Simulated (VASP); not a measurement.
A run of VASP 6.6.1 is set up as follows.

Contents of INCAR:

```
ALGO = Normal
EDIFF = 1E-6
ENCUT = 500
GGA = PE
GGA_COMPAT = False
ISIF = 2
ISMEAR = -4
LASPH = True
LCHARG = False
LREAL = False
LWAVE = False
NBANDS = 16
NELM = 120
PREC = Accurate
SIGMA = 0.1
```

Contents of KPOINTS:

```
k-points
0
Gamma
  5 5 5
```

The input POSCAR:

```
ZnSe
1.0
    3.3722315768      0.0000000000      0.0000000000
    0.0000000000      3.3722315768      0.0000000000
    0.0000000000      0.0000000000      3.3722315768
Zn Se
1 1
Direct
    0.5000000000      0.5000000000      0.5000000000
    0.0000000000      0.0000000000      0.0000000000
```

Potentials or basis: VASP PAW PBE potentials, release 64 (Zn, Se).

The run is started by

```sh
$ cat potpaw_PBE.64/Zn/POTCAR potpaw_PBE.64/Se/POTCAR > POTCAR
$ mpirun -np 1 vasp_std > vasp.out
```

(1) What does it give for the band gap on the k mesh?

(2) Estimate the pressure.

## Answers

(1) zero (band 9 reaches 4.00 eV, above the bottom of band 10 at 2.64 eV).

(2) 0.1 GPa.

Caveat: the k points lie up to 0.37 Å⁻¹ apart.
